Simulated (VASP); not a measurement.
Input of a VASP 6.6.1 run:

Contents of INCAR:

```
PREC = Accurate
ENCUT = 520
EDIFF = 1E-6
ISMEAR = 0
SIGMA = 0.1
LREAL = False
LASPH = True
NELM = 80
ALGO = Normal
ISIF = 2
LWAVE = False
LCHARG = False
GGA = PE
NBANDS = 20
```

Contents of KPOINTS:

```
Automatic mesh
0
Gamma
  6 6 6
```

Contents of POSCAR:

```
Sb
1.0
    4.0259144904      2.3243628147      3.2080413468
   -4.0259144904      2.3243628147      3.2080413468
    0.0000000000     -4.6487256295      3.2080413468
Sb
5
Direct
    0.2934924793      0.7065075207      0.0000000000
    0.0000000000      0.2934924793      0.7065075207
    0.7065075207      0.0000000000      0.2934924793
    0.2396563087      0.2396563087      0.2396563087
    0.7603436913      0.7603436913      0.7603436913
```

Potentials or basis: VASP PAW PBE potentials, release 64 (Sb).

Run with:

```console
$ cat potpaw_PBE.64/Sb/POTCAR > POTCAR
$ mpirun -np 1 vasp_std > vasp.out
```

Q: Estimate the pressure.

A: 0.0 GPa.

Q: Predict the largest force.

A: 0.017 eV/Å.

Q: Estimate the band gap on the k mesh.

A: Zero (an odd number of electrons rules out a gap without spin polarisation).

Forces in eV/Å, atoms in the order of the input:
```
Sb  -0.014  0.000  0.000
Sb   0.007 -0.012  0.000
Sb   0.007  0.012  0.000
Sb   0.000  0.000 -0.017
Sb   0.000  0.000  0.017
```

Caveat: spin-orbit coupling is left out, which moves the levels of the heavy elements.
